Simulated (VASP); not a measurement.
Set up this calculation in VASP 6.6.1, as the native input.

```
Task                   : single point
Functional             : PBE
Potentials or basis    : VASP PAW PBE potentials, release 64 (Sc_sv, Al, N)
Cutoff                 : 520 eV
k mesh                 : 6 × 6 × 4
Occupations            : gaussian, width 0.1 eV
Spin                   : collinear spin, ferromagnetic start
Starting moments       : [0.0, 0.0, 0.0, 1.0, 1.0, 1.0] μB
Dipole correction      : no
Further INCAR settings : ALGO = Normal; EDIFF = 1e-07; NBANDS = 33
```

The structure of Sc2AlN3 lies in POSCAR:

```
Sc2AlN3
1.0
    4.0711036200      0.0000000000      0.0000000000
   -2.0355518100      3.5256791600      0.0000000000
    0.0000000000      0.0000000000      6.4854015100
Sc Al N
2 1 3
Direct
    0.3333333300      0.6666666700      0.2521899900
    0.6666666700      0.3333333300      0.7478100100
    0.0000000000      0.0000000000      0.0000000000
    0.3333333300      0.6666666700      0.6439999900
    0.6666666700      0.3333333300      0.3560000100
    0.0000000000      0.0000000000      0.5000000000
```

The input as run:

INCAR

```
PREC     = Accurate       # precision mode
ENCUT    = 520            # plane-wave cutoff, eV
EDIFF    = 1E-7           # SCF threshold, eV
ISMEAR   = 0              # smearing method
SIGMA    = 0.1            # smearing width, eV
LREAL    = False          # projectors in reciprocal space
LASPH    = True           # aspherical terms in the spheres
NELM     = 150            # most SCF steps
ALGO     = Normal         # electronic algorithm
ISIF     = 2              # what is computed and relaxed
LWAVE    = False          # write WAVECAR
LCHARG   = False          # write CHGCAR
ISPIN    = 2              # spin polarisation
MAGMOM   = 0 0 0 1 1 1    # initial moments
LORBIT   = 11             # projections on sites
LMAXMIX  = 4              # l up to which the mixer works
GGA      = PE             # functional
NBANDS   = 33             # bands
```

KPOINTS

```
Automatic mesh
0
Gamma
  6 6 4
```

Potentials or basis: VASP PAW PBE potentials, release 64 (Sc_sv, Al, N).

The run is started by

```console
$ cat potpaw_PBE.64/Sc_sv/POTCAR potpaw_PBE.64/Al/POTCAR potpaw_PBE.64/N/POTCAR > POTCAR
$ mpirun -np 1 vasp_std > vasp.out
```

It gave:

The pressure is -15.0 GPa. The largest force is 4.099 eV/Å. The net moment is 0.84 μB per cell. The site moments are Sc +0.05; Al +0.01; N +0.09, +0.32 μB and the valence electrons inside the program's atomic spheres are Sc 9.23; Al 0.83; N 3.44, 3.32.

Caveat: forces of over 1 eV/Å act on the atoms, so gaps and moduli don't describe the material at rest.

Wall time 120 s on 1 thread of Intel(R) Xeon(R) 6975P-C (Granite Rapids) (shared host), peak memory 0.29 GiB.
